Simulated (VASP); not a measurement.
Wanted: the native input for a VASP 6.6.1 run.

```
Task                   : single point
Functional             : PBE
Potentials or basis    : VASP PAW PBE potentials, release 64 (La, Y_sv, N)
Cutoff                 : 520 eV
k mesh                 : 4 × 4 × 2
Occupations            : gaussian, width 0.1 eV
Spin                   : no spin polarisation
Dipole correction      : no
Further INCAR settings : ALGO = Normal; EDIFF = 1e-06; NBANDS = 42
```

The structure of LaYN2 lies in POSCAR:

```
LaYN2
1.0
    3.9164476378      0.0000000000      0.0000000000
    0.0000000000      3.9164476378      0.0000000000
    0.0000000000      0.0000000000      8.6391523438
La Y N
2 2 4
Direct
    0.5000000000      0.0000000000      0.6428436807
    0.0000000000      0.5000000000      0.3571563193
    0.5000000000      0.5000000000      0.0000000000
    0.0000000000      0.0000000000      0.0000000000
    0.0000000000      0.5000000000      0.7997393902
    0.5000000000      0.0000000000      0.3677966927
    0.5000000000      0.0000000000      0.2002606098
    0.0000000000      0.5000000000      0.6322033073
```

These files were run (other wordings do the same):

INCAR

```
SYSTEM = LaYN2
ALGO = Normal
EDIFF = 1E-6
ENCUT = 520
GGA = PE
ISIF = 2
ISMEAR = 0
LASPH = .TRUE.
LCHARG = .FALSE.
LREAL = .FALSE.
LWAVE = .FALSE.
NBANDS = 42
NELM = 100
PREC = Accurate
SIGMA = 0.1
```

KPOINTS

```
k-points
0
G
  4 4 2
  0 0 0
```

Potentials or basis: VASP PAW PBE potentials, release 64 (La, Y_sv, N).

The run is started by

```sh
$ cat potpaw_PBE.64/La/POTCAR potpaw_PBE.64/Y_sv/POTCAR potpaw_PBE.64/N/POTCAR > POTCAR
$ mpirun -np 1 vasp_std > vasp.out
```

Results of the run:

- Pressure: 0.2 GPa
- Largest force: 0.096 eV/Å
- Band gap on the k mesh: zero (band 32 reaches 7.85 eV, above the bottom of band 33 at 6.77 eV)

Caveat: the k points lie up to 0.40 Å⁻¹ apart; spin-orbit coupling is left out, which moves the levels of the heavy elements.

It took 2.1 min on 1 thread of Intel Xeon 6975P-C, on a shared host, peak memory 0.28 GiB.
